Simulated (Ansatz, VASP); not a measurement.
# Os in VASP and in Ansatz

```
Os
1.0
     2.75283    0.00000    0.00000
     0.00000    4.35097    0.00000
     0.00000    0.00000   25.33076
Os
10
Direct
  0.00000 0.25000 0.30109
  0.50000 0.75000 0.32721
  0.50000 0.25000 0.39028
  0.00000 0.75000 0.42075
  0.00000 0.25000 0.48458
  0.50000 0.75000 0.51542
  0.50000 0.25000 0.57925
  0.00000 0.75000 0.60972
  0.00000 0.25000 0.67279
  0.50000 0.75000 0.69891
```

Alike in both runs: functional PBE; k mesh 13 × 8 × 1; occupations gaussian, width 0.1 eV; no spin polarisation.

Ansatz relaxed the structure, and its values are those at the end. VASP's run is a single point on that final structure, the one shown.

|  | VASP | Ansatz |
| --- | --- | --- |
| version | VASP 6.6.1 | Ansatz 0.2.0 |
| potentials or method | VASP PAW PBE potentials, release 64 (Os), cutoff 520 eV | scalar-relativistic, plane waves, PAW |
| valence electrons in the cell | 80 | 160 |

```tsv
	VASP	Ansatz	Ansatz less VASP
gap on the k mesh at the Fermi level (eV)	none	none	-
rms of the force components (eV/Å)	0.014	0.005	-0.0087
work function, face that differs most (eV)	5.08	5.08	-0.001
```

A gap of «none» marks a metal or a gap that the smearing closes. VASP's potentials hold 80 valence electrons a cell and Ansatz's 160, so a difference there can come from the potentials and not from the codes. Ansatz's warnings: xc potential rough in thin density.

Spin-orbit coupling is off throughout.
